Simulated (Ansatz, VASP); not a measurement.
Two plane-wave programs on W

The input INCAR:

```
ALGO     = Normal         # electronic algorithm
EDIFF    = 1E-6           # SCF threshold, eV
ENCUT    = 500            # plane-wave cutoff, eV
GGA      = PE             # functional
GGA_COMPAT= False        
ISIF     = 2              # what is computed and relaxed
ISMEAR   = 0              # smearing method
LASPH    = True           # aspherical terms in the spheres
LCHARG   = False          # write CHGCAR
LREAL    = False          # projectors in reciprocal space
LWAVE    = False          # write WAVECAR
NBANDS   = 13             # bands
NELM     = 120            # most SCF steps
PREC     = Accurate       # precision mode
SIGMA    = 0.1            # smearing width, eV
```

Contents of KPOINTS:

```
k-points
0
Gamma
  18 18 18
```

The input POSCAR:

```
W
1.0
   -1.6075388928      1.6075388928      1.6075388928
    1.6075388928     -1.6075388928      1.6075388928
    1.6075388928      1.6075388928     -1.6075388928
W
1
Direct
    0.0000000000      0.0000000000      0.0000000000
```

Input for Ansatz:

```yaml
crystal:
  lattice:
    - [-1.6075388929, 1.6075388929, 1.6075388929]
    - [1.6075388929, -1.6075388929, 1.6075388929]
    - [1.6075388929, 1.6075388929, -1.6075388929]
  atoms:
    - { symbol: W, position: [0.0, 0.0, 0.0] }
basis:
  ecutwfc: 420
kpoints:
  mp_grid: { grid: [18, 18, 18] }
hamiltonian:
  xc: pbe
scf:
  occupations: { method: gaussian, width: 0.1 }
output:
  forces: true
  stress: true
  eigenvalues: true
```

Alike in both runs: task single point; functional PBE; k mesh 18 × 18 × 18; occupations gaussian, width 0.1 eV; no spin polarisation.

|  | VASP | Ansatz |
| --- | --- | --- |
| version | VASP 6.6.1 | Ansatz 0.2.0 |
| potentials or method | VASP PAW PBE potentials, release 64 (W_sv), cutoff 500 eV | scalar-relativistic, plane waves, PAW |
| valence electrons in the cell | 14 | 14 |

Ansatz gave:

- gap on the k mesh at the Fermi level (eV): none
- pressure (GPa): -8.4

Problem. Estimate VASP's values.

Solution. gap on the k mesh at the Fermi level (eV): none; pressure (GPa): -8.1.

A gap of «none» marks a metal or a gap that the smearing closes.

Neither program's run includes spin-orbit coupling.
